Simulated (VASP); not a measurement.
Set up this calculation in VASP 6.6.1, as the native input.

- Task: relaxation of cell and atoms
- Functional: PBEsol
- Dispersion: D3(BJ)
- Potentials or basis: VASP PAW PBE potentials, release 64 (Ti_sv)
- Cutoff: 600 eV
- k mesh: 8 × 8 × 12
- Occupations: methfessel-paxton, width 0.1 eV
- Spin: no spin polarisation
- Dipole correction: no
- Further INCAR settings: ALGO = Normal; EDIFF = 1e-07; IBRION = 2; EDIFFG = -0.01; NSW = 80; ISIF = 3

The structure of Ti lies in POSCAR:

```
Ti
1.0
    4.6000000000      0.0000000000      0.0000000000
   -2.3000000000      3.9837170000      0.0000000000
    0.0000000000      0.0000000000      2.8200000000
Ti
3
Direct
    0.0000000000      0.0000000000      0.0000000000
    0.3333333333      0.6666666667      0.5000000000
    0.6666666667      0.3333333333      0.5000000000
```

This isn't the form of Ti at room conditions, which is hcp.

These files were run (other wordings do the same):

INCAR

```
SYSTEM = Ti
  PREC = Accurate
  ENCUT = 600
  EDIFF = 1E-7
  ISMEAR = 1
  SIGMA = 0.1
  LREAL = .False.
  LASPH = .True.
  NELM = 100
  ALGO = Normal
  ISIF = 3
  LWAVE = .False.
  LCHARG = .False.
  GGA = PS
  IVDW = 12
  IBRION = 2
  NSW = 80
  EDIFFG = -0.01
```

KPOINTS

```
regular mesh
0
Gamma
  8 8 12
  0 0 0
```

Potentials or basis: VASP PAW PBE potentials, release 64 (Ti_sv).

Launch:

```console
$ cat potpaw_PBE.64/Ti_sv/POTCAR > POTCAR
$ mpirun -np 1 vasp_std > vasp.out
```

It gave:

* Relaxed volume: 15.58 Å³/atom
* Relaxed cell: a = 4.431 Å, b = 4.431 Å, c = 2.749 Å, α = 90.00°, β = 90.00°, γ = 120.00°
* Space group after relaxing (to 0.1 Å): P6/mmm (No. 191)
* Energy gained by relaxing: 60.3 meV/atom
* Ionic steps: 8
* Pressure after relaxing: 0.0 GPa
* Band gap on the k mesh: zero (bands 18 and 19 overlap by 0.43 eV)
* Dispersion energy per atom: -0.670 eV

Caveat: the PAW data sets were made with another functional, which shifts forces and pressure a little.

Wall time 5 min on 1 thread of AMD EPYC 9R45 96-Core Processor (Zen 5), with other jobs on the host, peak memory 0.23 GiB.
